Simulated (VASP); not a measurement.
Set up this calculation in VASP 6.6.1, as the native input.

- Task: relaxation of shape and atoms at fixed volume
- Functional: PBE
- Potentials or basis: VASP PAW PBE potentials, release 64 (Ir)
- Cutoff: 600 eV
- k mesh: 16 × 16 × 15
- Occupations: fermi-dirac, width 0.05 eV
- Spin: no spin polarisation
- Dipole correction: no
- Further INCAR settings: ALGO = Normal; EDIFF = 1e-06; IBRION = 2; EDIFFG = -0.005; NSW = 50; ISIF = 4

The structure of Ir lies in POSCAR:

```
Ir
1.0
    2.5072725266      0.0000000000      0.0000000000
   -1.2536362633      2.1713617023      0.0000000000
    0.0000000000      0.0000000000      2.4507036407
Ir
1
Direct
    0.0000000000      0.0000000000      0.0000000000
```

The input as run:

INCAR

```
PREC = Accurate
ENCUT = 600
EDIFF = 1E-6
ISMEAR = -1
SIGMA = 0.05
LREAL = False
LASPH = True
NELM = 80
ALGO = Normal
ISIF = 4
LWAVE = False
LCHARG = False
GGA = PE
IBRION = 2
NSW = 50
EDIFFG = -0.005
```

KPOINTS

```
Automatic mesh
0
Gamma
  16 16 15
```

Potentials or basis: VASP PAW PBE potentials, release 64 (Ir).

The run is started by

```bash
$ cat potpaw_PBE.64/Ir/POTCAR > POTCAR
$ mpirun -np 1 vasp_std > vasp.out
```

Results of the run:

```
Energy gained by relaxing : 6.2 meV/atom
Ionic steps               : 4
Pressure after relaxing   : 77.1 GPa
```

It took 40 s on 1 thread of Intel(R) Xeon(R) 6975P-C (Granite Rapids) (shared host), peak memory 0.15 GiB.
